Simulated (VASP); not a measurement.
ZrB2: single point with PBE

The system is ZrB2.

```xyz
3
Lattice="3.1004 0.0000 0.0000 -1.5502 2.6850 0.0000 0.0000 0.0000 3.4481" Properties=species:S:1:pos:R:3 pbc="T T T"
Zr    0.0000    0.0000    0.0000
B     0.0000    1.7900    1.7241
B     1.5502    0.8950    1.7241
```

This cell differs from its parent crystal: volume scaled by 0.94.

* Program: VASP 6.6.1
* Task: single point
* Functional: PBE
* Potentials or basis: VASP PAW PBE potentials, release 64 (Zr_sv, B)
* Cutoff: 520 eV
* k mesh: 12 × 12 × 9
* Occupations: fermi-dirac, width 0.05 eV
* Spin: no spin polarisation

```
Pressure               : 19.9 GPa
Band gap on the k mesh : zero (band 9 reaches 12.11 eV, above the bottom of band 10 at 10.74 eV)
```

Stress tensor (GPa, compression positive):
```
19.78  0.00  0.00
 0.00 19.78  0.00
 0.00  0.00 20.23
```

Levels at points of the mesh, in eV from the Fermi level:
| k point | band 5 | band 6 | band 7 | band 8 | band 9 | band 10 | band 11 | band 12 | band 13 | band 14 |
| --- | --- | --- | --- | --- | --- | --- | --- | --- | --- | --- |
| (0.00, 0.00, 0.00) | -13.12 | -2.86 | -2.86 | -2.82 | -2.36 | 3.64 | 3.64 | 4.47 | 4.47 | 5.21 |
| (0.50, 0.00, 0.00) | -9.34 | -8.61 | -4.21 | -3.22 | -2.96 | 2.29 | 2.43 | 5.29 | 5.41 | 6.90 |

Run time: 14 s on 1 thread of Intel(R) Xeon(R) 6975P-C (Granite Rapids), on a shared host, peak memory 0.17 GiB.
